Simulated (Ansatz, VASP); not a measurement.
**One calculation of Pb, two programs**

```
CELL_PARAMETERS angstrom
5.68174 0.00000 0.00000
-2.84087 4.92053 0.00000
0.00000 0.00000 3.43961
ATOMIC_POSITIONS crystal
Pb 0.00000 0.00000 0.00000
Pb 0.33333 0.66667 0.50000
Pb 0.66667 0.33333 0.50000
```

Alike in both runs: functional PBE; k mesh 9 × 9 × 12; occupations gaussian, width 0.1 eV; no spin polarisation.

Ansatz relaxed the structure, and its values are those at the end. VASP's run is a single point on that final structure, the one shown.

|  | VASP | Ansatz |
| --- | --- | --- |
| version | VASP 6.6.1 | Ansatz 0.2.0 |
| potentials or method | VASP PAW PBE potentials, release 64 (Pb_d), cutoff 520 eV | scalar-relativistic, plane waves, PAW |
| valence electrons in the cell | 42 | 42 |

```csv
,VASP,Ansatz,Ansatz less VASP
gap on the k mesh at the Fermi level (eV),none,none,-
pressure (GPa),0.0,0.0,+0.06
```

A gap of «none» marks a metal or a gap that the smearing closes.

Spin-orbit coupling is off throughout.
